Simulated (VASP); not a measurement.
Wanted: the native input for a VASP 6.6.1 run.

| Property | Result |
| --- | --- |
| Task | single point |
| Functional | PBE |
| Potentials or basis | VASP PAW PBE potentials, release 64 (Cd, Te) |
| Cutoff | 520 eV |
| k mesh | 8 × 8 × 8 |
| Occupations | gaussian, width 0.05 eV |
| Spin | no spin polarisation |
| Dipole correction | no |
| Further INCAR settings | ALGO = Normal; EDIFF = 1e-06; NBANDS = 16 |

The structure of CdTe lies in POSCAR:

```
CdTe
1.0
    0.0000000000      3.3011500000      3.3011500000
    3.3011500000      0.0000000000      3.3011500000
    3.3011500000      3.3011500000      0.0000000000
Cd Te
1 1
Direct
    0.0000000000      0.0000000000      0.0000000000
    0.7500000000      0.7500000000      0.7500000000
```

This cell differs from its parent crystal: strain +0.030 along x and y, +0.030 along z.

One way to write it, as run:

INCAR

```
SYSTEM = CdTe
PREC = Accurate ; ENCUT = 520
EDIFF = 1E-6 ; ISMEAR = 0
SIGMA = 0.05 ; LREAL = .False.
LASPH = .True. ; NELM = 80
ALGO = Normal ; ISIF = 2
LWAVE = .False. ; LCHARG = .False.
GGA = PE ; NBANDS = 16
```

KPOINTS

```
Automatic mesh
0
Gamma
  8 8 8
  0 0 0
```

Potentials or basis: VASP PAW PBE potentials, release 64 (Cd, Te).

The run is started by

```bash
$ cat potpaw_PBE.64/Cd/POTCAR potpaw_PBE.64/Te/POTCAR > POTCAR
$ mpirun -np 1 vasp_std > vasp.out
```

Results of the run:

```yaml
Pressure: 0.4 GPa
Band_gap_on_the_k_mesh: 0.60 eV, direct
```

Caveat: the cell differs from its parent crystal (strain +0.030 along x and y, +0.030 along z); spin-orbit coupling is left out, which moves the levels of the heavy elements.

Run time: 23 s on 1 thread of Intel(R) Xeon(R) Platinum 8259CL CPU @ 2.50GHz (Skylake/Cascade Lake) (shared host), peak memory 0.21 GiB.
